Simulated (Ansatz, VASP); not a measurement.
## One calculation of ZnAu, two programs

Contents of INCAR:

```
SYSTEM = ZnAu
  ALGO = Fast
  EDIFF = 1E-6
  ENCUT = 520
  GGA = PE
  ISIF = 2
  ISMEAR = 0
  LASPH = .True.
  LCHARG = .True.
  LELF = .True.
  LREAL = .False.
  LVHAR = .True.
  LWAVE = .False.
  NBANDS = 18
  NELM = 60
  PREC = Accurate
  SIGMA = 0.15
```

KPOINTS

```
k-points
0
Gamma
  16 16 16
  0 0 0
```

POSCAR

```
ZnAu
1.0
    2.8834712493      0.0000000000      0.0000000000
    0.0000000000      2.8834712493      0.0000000000
    0.0000000000      0.0000000000      3.7485126241
Zn Au
1 1
Direct
    0.5000000000      0.5000000000      0.5000000000
    0.0000000000      0.0000000000      0.0000000000
```

Input for Ansatz:

```yaml
crystal:
  lattice:
    - [2.8834712493, 0.0, 0.0]
    - [0.0, 2.8834712493, 0.0]
    - [0.0, 0.0, 3.7485126241]
  atoms:
    - { symbol: Zn, position: [0.5, 0.5, 0.5] }
    - { symbol: Au, position: [0.0, 0.0, 0.0] }
basis:
  ecutwfc: 420
kpoints:
  mp_grid: { grid: [16, 16, 16] }
hamiltonian:
  xc: pbe
scf:
  occupations: { method: gaussian, width: 0.15 }
output:
  forces: true
  stress: true
  eigenvalues: true
```

Alike in both runs: task single point; functional PBE; k mesh 16 × 16 × 16; occupations gaussian, width 0.15 eV; no spin polarisation.

|  | VASP | Ansatz |
| --- | --- | --- |
| version | VASP 6.6.1 | Ansatz 0.2.0 |
| potentials or method | VASP PAW PBE potentials, release 64 (Zn, Au), cutoff 520 eV | scalar-relativistic, plane waves, PAW |
| valence electrons in the cell | 23 | 31 |

Ansatz gave:

```
gap on the k mesh at the Fermi level (eV)                     : none
pressure (GPa)                                                : 5.5
traceless stress, the component that is largest in VASP (GPa) : -2.41
```

Problem. Which values does VASP return?

Solution. gap on the k mesh at the Fermi level (eV): none; pressure (GPa): 5.6; traceless stress, the component that is largest in VASP (GPa): -2.36.

A gap of «none» marks a metal or a gap that the smearing closes. With one functional, cell and mesh, what is left measures potentials, basis and numerics. VASP's potentials hold 23 valence electrons a cell and Ansatz's 31, so a difference there can come from the potentials and not from the codes.

Spin-orbit coupling is off throughout.
